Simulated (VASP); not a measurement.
## AlBAs2: G0W0 quasiparticle levels with PBE

Crystal: AlBAs2.

```xyz
4
Lattice="3.6609 0.0000 0.0000 0.0000 3.6609 0.0000 0.0000 0.0000 5.4130" Properties=species:S:1:pos:R:3 pbc="T T T"
B     0.0000    0.0000    0.0000
As    0.0000    1.8304    1.1523
As    1.8304    0.0000    4.2607
Al    1.8304    1.8304    2.7065
```

```json
{
  "Program": "VASP 6.6.1",
  "Task": "G0W0 quasiparticle levels",
  "Functional": "PBE",
  "Potentials or basis": "VASP PAW PBE potentials, release 64 (B_GW, As_GW, Al_GW)",
  "Cutoff": "500 eV",
  "k mesh": "4 × 4 × 2",
  "Occupations": "gaussian, width 0.01 eV",
  "Spin": "no spin polarisation",
  "Dipole correction": "no",
  "GW scheme": "G0W0",
  "GW iterations": "1",
  "Cutoff of the response function": "140",
  "Frequency points": "96",
  "Empty bands": "272",
  "Further INCAR settings": "ALGO = EVGW0; EDIFF = 1e-08; NBANDS = 280"
}
```

```
Quasiparticle gap                                   : 1.31 eV
Least direct quasiparticle gap                      : 1.31 eV
Band gap of the starting levels on the mesh         : 0.68 eV
Least direct gap of the starting levels on the mesh : 0.72 eV
```

Wall time 5.3 min on 1 thread of AMD EPYC 9R45 96-Core Processor (Zen 5), with other jobs on the host, peak memory 1.2 GiB.

Caveat: the k points lie up to 0.58 Å⁻¹ apart; bands, screening cutoff and mesh are small and nothing is extrapolated, so the quasiparticle values aren't converged.
